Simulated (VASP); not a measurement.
# WSe2 (P6_3/mmc) in VASP: relaxation of cell and atoms with PBE+D3(BJ)

Aim: the relaxation of cell and atoms of WSe2 with PBE+D3(BJ).

Everything below comes from runs of VASP 6.6.1. Logs are shortened: lines on timing, memory, paths and dates and some standing lists are left out, and cuts for length are marked.

## 1. The cell of the first run

The structure is hexagonal, space group P6_3/mmc (No. 194). The conventional cell has a = 3.320 Å, b = 3.320 Å, c = 13.737 Å, α = 90.00°, β = 90.00°, γ = 120.00°. W (site symmetry -6m2) has 6 Se at 2.54 Å and 6 W at 3.32 Å within 3.4 Å. Within 3.4 Å of Se (site symmetry 3m) lie 3 W at 2.54 Å and 7 Se at 3.32 Å.

## 2. Relaxation of cell and atoms, PBE+D3(BJ)

INCAR

```
PREC = Accurate
ENCUT = 600
EDIFF = 1E-6
ISMEAR = -1
SIGMA = 0.02
LREAL = F
LASPH = T
NELM = 60
ALGO = Normal
ISIF = 3
LWAVE = F
LCHARG = F
GGA = PE
IVDW = 12
IBRION = 2
NSW = 80
EDIFFG = -0.005
```

KPOINTS

```
regular mesh
0
Gamma
  12 12 2
```

POSCAR

```
WSe2
1.0
    3.3199329218      0.0000000000      0.0000000000
   -1.6599664609      2.8751462491      0.0000000000
    0.0000000000      0.0000000000     13.7371873000
W Se
2 4
Direct
    0.6666666700      0.3333333300      0.7500000000
    0.3333333300      0.6666666700      0.2500000000
    0.3333333300      0.6666666700      0.8710007900
    0.6666666700      0.3333333300      0.3710007900
    0.3333333300      0.6666666700      0.6289992100
    0.6666666700      0.3333333300      0.1289992100
```

Potentials or basis: VASP PAW PBE potentials, release 64 (W_sv, Se).

On the command line:

```console
cat potpaw_PBE.64/W_sv/POTCAR potpaw_PBE.64/Se/POTCAR > POTCAR
mpirun -np 1 vasp_std > vasp.out
```

OUTCAR:

```text
PREC = Accurate
   ENCUT = 600
   EDIFF = 1E-6
   ISMEAR = -1
   LREAL = F
   LASPH = T
   NELM = 60
   ISIF = 3
   GGA = PE
   IVDW = 12
   IBRION = 2
   NSW = 80
   EDIFFG = -0.005
 IVDW          = 12

 ion  position               nearest neighbor table
   1  0.667  0.333  0.750-   3 2.54   5 2.54   3 2.54   5 2.54   3 2.54   5 2.54
   2  0.333  0.667  0.250-   4 2.54   6 2.54   4 2.54   6 2.54   4 2.54   6 2.54
   3  0.333  0.667  0.871-   1 2.54   1 2.54   1 2.54
   4  0.667  0.333  0.371-   2 2.54   2 2.54   2 2.54
   5  0.333  0.667  0.629-   1 2.54   1 2.54   1 2.54
   6  0.667  0.333  0.129-   2 2.54   2 2.54   2 2.54

  LATTYP: Found a hexagonal cell.
 ALAT       =     3.3199329218
 C/A-ratio  =     4.1377906191

  Lattice vectors:

 A1 = (   3.3199329218,   0.0000000000,   0.0000000000)
 A2 = (  -1.6599664609,   2.8751462491,   0.0000000000)
 A3 = (   0.0000000000,   0.0000000000,  13.7371873000)

Analysis of symmetry for initial positions (statically):
=====================================================================
 Subroutine PRICEL returns:
 Original cell was already a primitive cell.

 Routine SETGRP: Setting up the symmetry group for a
 hexagonal supercell.

 Subroutine GETGRP returns: Found 24 space group operations
 (whereof 12 operations were pure point group operations)
 out of a pool of 24 trial point group operations.

The static configuration has the point symmetry D_3d.
 The point group associated with its full space group is D_6h.

Analysis of symmetry for dynamics (positions and initial velocities):
=====================================================================
 Subroutine PRICEL returns:
 Original cell was already a primitive cell.

 Routine SETGRP: Setting up the symmetry group for a
 hexagonal supercell.

 Subroutine GETGRP returns: Found 24 space group operations
 (whereof 12 operations were pure point group operations)
 out of a pool of 24 trial point group operations.

The dynamic configuration has the point symmetry D_3d.
 The point group associated with its full space group is D_6h.

 Subroutine INISYM returns: Found 24 space group operations
 (whereof 12 operations are pure point group operations),
 and found     1 'primitive' translations

----------------------------------------------------------------------------------------

                                     Primitive cell

  volume of cell :     131.1255

  direct lattice vectors                    reciprocal lattice vectors
     3.319932922  0.000000000  0.000000000     0.301210905  0.173904197  0.000000000
    -1.659966461  2.875146249  0.000000000     0.000000000  0.347808394  0.000000000
     0.000000000  0.000000000 13.737187300     0.000000000  0.000000000  0.072795106

  length of vectors
     3.319932922  3.319932922 13.737187300     0.347808394  0.347808394  0.072795106

  position of ions in fractional coordinates (direct lattice)
     0.666666670  0.333333330  0.750000000
     0.333333330  0.666666670  0.250000000
     0.333333330  0.666666670  0.871000790
     0.666666670  0.333333330  0.371000790
     0.333333330  0.666666670  0.628999210
     0.666666670  0.333333330  0.128999210

  ion indices of the primitive-cell ions
   primitive index   ion index
                 1           1
                 2           2
                 3           3
                 4           4
                 5           5
                 6           6

----------------------------------------------------------------------------------------

 KPOINTS: regular mesh

Automatic generation of k-mesh.
 Grid dimensions read from file:
 generate k-points for:   12   12    2

 Generating k-lattice:

  Cartesian coordinates                     Fractional coordinates (reciprocal lattice)
     0.025100909  0.014492016  0.000000000     0.083333333  0.000000000  0.000000000
     0.000000000  0.028984033  0.000000000     0.000000000  0.083333333  0.000000000
     0.000000000  0.000000000  0.036397553     0.000000000  0.000000000  0.500000000

  Length of vectors
     0.028984033  0.028984033  0.036397553

  Shift w.r.t. Gamma in fractional coordinates (k-lattice)
     0.000000000  0.000000000  0.000000000

 Subroutine IBZKPT returns following result:
 ===========================================

 Found     38 irreducible k-points:

 Following reciprocal coordinates:
            Coordinates               Weight
  0.000000  0.000000  0.000000      1.000000
  0.083333  0.000000  0.000000      6.000000
  0.166667 -0.000000  0.000000      6.000000
  0.250000 -0.000000  0.000000      6.000000
  0.333333  0.000000  0.000000      6.000000
  0.416667 -0.000000  0.000000      6.000000
[... 16 lines left out ...]
  0.250000 -0.000000  0.500000      6.000000
  0.333333  0.000000  0.500000      6.000000
 [... further k-points ...]
   k-points           NKPTS =     38   k-points in BZ     NKDIM =     38   number of bands    NBANDS=     31
   number of dos      NEDOS =    301   number of ions     NIONS =      6
   total plane-waves  NPLWV =  87808
   dimension x,y,z NGX =    28 NGY =   28 NGZ =  112
   dimension x,y,z NGXF=    56 NGYF=   56 NGZF=  224
   ions per type =               2   4
   NGX,Y,Z   is equivalent  to a cutoff of  14.02, 14.02, 13.55 a.u.
   NGXF,Y,Z  is equivalent  to a cutoff of  28.04, 28.04, 27.11 a.u.
 SYSTEM =  unknown system
   PREC   = accura    normal or accurate (medium, high low for compatibility)
   ISTART =      0    job   : 0-new  1-cont  2-samecut
   ICHARG =      2    charge: 1-file 2-atom 10-const
   ISPIN  =      1    spin polarized calculation?
   LNONCOLLINEAR =      F non collinear calculations
   LSORBIT =      F    spin-orbit coupling
   LASPH  =      T    aspherical Exc in radial PAW
   ENCUT  =  600.0 eV  44.10 Ry    6.64 a.u.   6.63  6.63 27.44*2*pi/ulx,y,z
   NELM   =     60;   NELMIN=  2; NELMDL= -5     # of ELM steps
   EDIFF  = 0.1E-05   stopping-criterion for ELM
   LREAL  =      F    real-space projection
   EDIFFG = -.5E-02   stopping-criterion for IOM
   NSW    =     80    number of steps for IOM
   IBRION =      2    ionic relax: 0-MD 1-quasi-New 2-CG
   NFREE  =      1    steps in history (QN), initial steepest desc. (CG)
   ISIF   =      3    stress and relaxation
   ISYM   =      2    0-nonsym 1-usesym 2-fastsym
   POTIM  = 0.5000    time-step for ionic-motion
   TEBEG  =    0.0;   TEEND  =   0.0 temperature during run
   PSTRESS=    0.0 pullay stress
   NELECT =      52.0000    total number of electrons
   NUPDOWN=      -1.0000    fix difference up-down
   EMIN   =  10.00;   EMAX   =-10.00  energy-range for DOS
   EFERMI =   0.00;   METHOD = LEGACY
   ISMEAR =    -1;   SIGMA  =   0.02  broadening in eV -4-tet -1-fermi 0-gaus
   EFERMI_NEDOS =   21; number of points for ismear=-14 and -15
   IALGO  =     38    algorithm
   IMIX   =      4    mixing-type and parameters
     AMIX     =   0.40;   BMIX     =  1.00
     AMIX_MAG =   1.60;   BMIX_MAG =  1.00
  volume/ion in A,a.u.               =      21.85       147.48
  Fermi-wavevector in a.u.,A,eV,Ry     =   1.202764  2.272894 19.682734  1.446640
  Thomas-Fermi vector in A             =   2.338536
   LORBIT       =      0    0 simple, 1 ext, 2 COOP (PROOUT), +10 PAW based schemes
   GGA     = PE    functional components
   LHFCALC =     F    Hartree Fock is set to
   AEXX    =    0.0000 exact exchange contribution
   IVDW    =    12    specifies the selected vdW correction
   LEPSILON=     F    determine dielectric tensor
   LRPA    =     F    only Hartree local field effects (RPA)
 conjugate gradient relaxation of ions
 non-spin polarized calculation
  energy-cutoff  :      600.00
  volume of cell :      131.13
 maximum number of plane-waves:      4434
 NGX is ok and might be reduce to    28
   NGX = 13   NGY = 13   NGZ = 55

--------------------------------------- Ionic step        1  -------------------------------------------

 number of electron      52.0000004 magnetization

 Free energy of the ion-electron system (eV)
  ---------------------------------------------------
  ext. energy  EPLUGINS =         0.00000000
  ---------------------------------------------------
  free energy    TOTEN  =       -43.22420857 eV

  energy without entropy =      -43.22420857  energy(sigma->0) =      -43.22420857

------------------------ aborting loop because EDIFF is reached ----------------------------------------

 Edisp (eV)   -2.58094

 E8    (eV) :    -1.1516

  FORCE on cell =-STRESS in cart. coord.  units (eV):
  Direction    XX          YY          ZZ          XY          YZ          ZX
  --------------------------------------------------------------------------------------
  -------------------------------------------------------------------------------------
  Total      -1.60170    -1.60170    -0.04346     0.00000     0.00000    -0.00000
  in kB     -19.57062   -19.57062    -0.53108     0.00000     0.00000    -0.00000
  external pressure =      -13.22 kB  Pullay stress =        0.00 kB
[... 109 lines left out ...]
  FREE ENERGIE OF THE ION-ELECTRON SYSTEM (eV)
  ---------------------------------------------------
  free  energy   TOTEN  =       -45.8349927986 eV

  energy  without entropy=      -45.8349927986  energy(sigma->0) =      -45.83499280

[... ionic steps 4 to 16 ...]

--------------------------------------- Ionic step       17  -------------------------------------------

 number of electron      51.9999997 magnetization

------------------------ aborting loop because EDIFF is reached ----------------------------------------

 Edisp (eV)   -2.84929

 E8    (eV) :    -1.2709
[... 77 lines left out ...]
  energy  without entropy=      -45.9326179971  energy(sigma->0) =      -45.93261800

--------------------------------------- Ionic step       19  -------------------------------------------

 number of electron      51.9999997 magnetization

 Free energy of the ion-electron system (eV)
  ---------------------------------------------------
  ext. energy  EPLUGINS =         0.00000000
  ---------------------------------------------------
  free energy    TOTEN  =       -43.08258869 eV

  energy without entropy =      -43.08258869  energy(sigma->0) =      -43.08258869

 E-fermi :   6.8974     XC(G=0): -10.8949

 val. band max:        6.5104258388   @ k =   0.0000   0.0000   0.0000
 cond. band min:       7.3983016119   @ k =   0.1667   0.1667   0.0000
 fundamental gap:      0.8878757731
 Fermi energy:         6.8974084684

 k-point     1 :       0.0000    0.0000    0.0000
  band No.  band energies     occupation
      1     -67.8338      2.00000
      2     -67.8337      2.00000
      3     -32.0821      2.00000
      4     -32.0821      2.00000
      5     -31.9460      2.00000
      6     -31.9460      2.00000
[... 805 lines left out ...]
     30       8.4980      0.00000
     31       9.7088      0.00000

 [... further k-points ...]

------------------------ aborting loop because EDIFF is reached ----------------------------------------

 Edisp (eV)   -2.85006

 E8    (eV) :    -1.2712

  FORCE on cell =-STRESS in cart. coord.  units (eV):
  Direction    XX          YY          ZZ          XY          YZ          ZX
  --------------------------------------------------------------------------------------
  -------------------------------------------------------------------------------------
  Total       0.02735     0.02735     0.01328     0.00000    -0.00000     0.00000
  in kB       0.36763     0.36763     0.17851     0.00000    -0.00000     0.00000
  external pressure =        0.30 kB  Pullay stress =        0.00 kB
[... 21 lines left out ...]
  FREE ENERGIE OF THE ION-ELECTRON SYSTEM (eV)
  ---------------------------------------------------
  free  energy   TOTEN  =       -45.9326480716 eV

  energy  without entropy=      -45.9326480716  energy(sigma->0) =      -45.93264807

 reached required accuracy - stopping structural energy minimisation
```

It took 26 min on 1 thread of Intel Xeon Platinum 8488C (Sapphire Rapids), shared host; peak memory 0.43 GiB.

What came out:

```
Free energy                           : -45.9326 eV
Relaxed volume                        : 19.87 Å³/atom
Relaxed cell                          : a = 3.281 Å, b = 3.281 Å, c = 12.789 Å, α = 90.00°, β = 90.00°, γ = 120.00°
Space group after relaxing (to 0.1 Å) : P6_3/mmc (No. 194)
Energy gained by relaxing             : 21.3 meV/atom
Ionic steps                           : 19
Pressure after relaxing               : 0.0 GPa
Band gap on the k mesh                : 0.89 eV (least direct gap 1.56 eV)
Dispersion energy per atom            : -0.475 eV
```

Step by step:
| step | energy change (eV) | largest force (eV/Å) | pressure (GPa) | volume (Å³) |
| --- | --- | --- | --- | --- |
| 1 | 0.0000 | 0.2969 | -1.32 | 131.13 |
| 2 | -0.0298 | 0.3382 | 0.71 | 127.73 |
| 3 | -0.0298 | 0.3384 | 0.74 | 127.68 |
| 4 | -0.0370 | 0.1219 | -1.35 | 127.68 |
| 5 | -0.0400 | 0.0382 | -0.62 | 127.68 |
| 6 | -0.0604 | 0.0407 | -0.58 | 126.36 |
| 7 | -0.1101 | 0.0561 | -0.18 | 122.39 |
| 8 | -0.0752 | 0.0444 | 2.11 | 114.43 |
| 9 | -0.1233 | 0.1512 | 0.66 | 120.06 |
| 10 | -0.1247 | 0.1456 | 0.96 | 118.64 |
| 11 | -0.1089 | 0.3526 | -1.91 | 118.90 |
| 12 | -0.1267 | 0.0196 | 0.22 | 118.71 |
| 13 | -0.1267 | 0.0167 | 0.21 | 118.71 |
| 14 | -0.1274 | 0.0037 | 0.05 | 119.06 |
| 15 | -0.1275 | 0.0127 | -0.01 | 119.22 |
| 16 | -0.1275 | 0.0143 | -0.04 | 119.24 |
| 17 | -0.1275 | 0.0136 | -0.04 | 119.23 |
| 18 | -0.1275 | 0.0134 | 0.13 | 119.15 |
| 19 | -0.1275 | 0.0020 | 0.03 | 119.20 |

Final structure:
```
CELL_PARAMETERS angstrom
3.28050 0.00000 0.00000
-1.64025 2.84100 0.00000
0.00000 0.00000 12.78948
ATOMIC_POSITIONS crystal
W 0.66667 0.33333 0.75000
W 0.33333 0.66667 0.25000
Se 0.33333 0.66667 0.88186
Se 0.66667 0.33333 0.38186
Se 0.33333 0.66667 0.61814
Se 0.66667 0.33333 0.11814
```

Levels at points of the mesh, in eV from the valence-band top:
```tsv
k point	band 23	band 24	band 25	band 26	band 27	band 28	band 29	band 30
(0.00, 0.00, 0.00)	-1.45	-1.20	-0.95	0.00	2.62	2.62	2.67	2.69
(0.50, 0.00, 0.00)	-1.49	-1.37	-1.30	-1.05	2.15	2.20	2.27	2.68
(0.00, 0.00, 0.50)	-1.49	-1.49	-0.20	-0.20	2.62	2.62	2.62	2.62
(0.50, 0.00, 0.50)	-1.37	-1.37	-1.21	-1.21	2.17	2.17	2.51	2.51
```

Caveat: spin-orbit coupling is left out, which moves the levels of the heavy elements. A k mesh can miss the band edges.
